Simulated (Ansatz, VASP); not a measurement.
**Two plane-wave programs on LiCl**

```
CELL_PARAMETERS angstrom
3.27184 0.00000 0.00000
0.00000 3.27184 0.00000
0.00000 0.00000 3.27184
ATOMIC_POSITIONS crystal
Li 0.00000 0.00000 0.00000
Cl 0.50000 0.50000 0.50000
```

Alike in both runs: functional r2SCAN; k mesh 8 × 8 × 8; occupations gaussian, width 0.02 eV; no spin polarisation.

Ansatz relaxed the structure, and its values are those at the end. VASP's run is a single point on that final structure, the one shown.

|  | VASP | Ansatz |
| --- | --- | --- |
| version | VASP 6.6.1 | Ansatz 0.2.0 |
| potentials or method | VASP PAW PBE potentials, release 64 (Li_sv, Cl), cutoff 520 eV | scalar-relativistic, plane waves, PAW |
| valence electrons in the cell | 10 | 10 |

```csv
,VASP,Ansatz,Ansatz less VASP
gap on the k mesh at the Fermi level (eV),5.39,5.25,-0.142
least direct gap on the mesh (eV),5.97,5.82,-0.156
```

VASP's potentials were made for PBE, not for r2SCAN.

Noted on VASP's run: the cutoff is short for stress, so the pressure is rough.
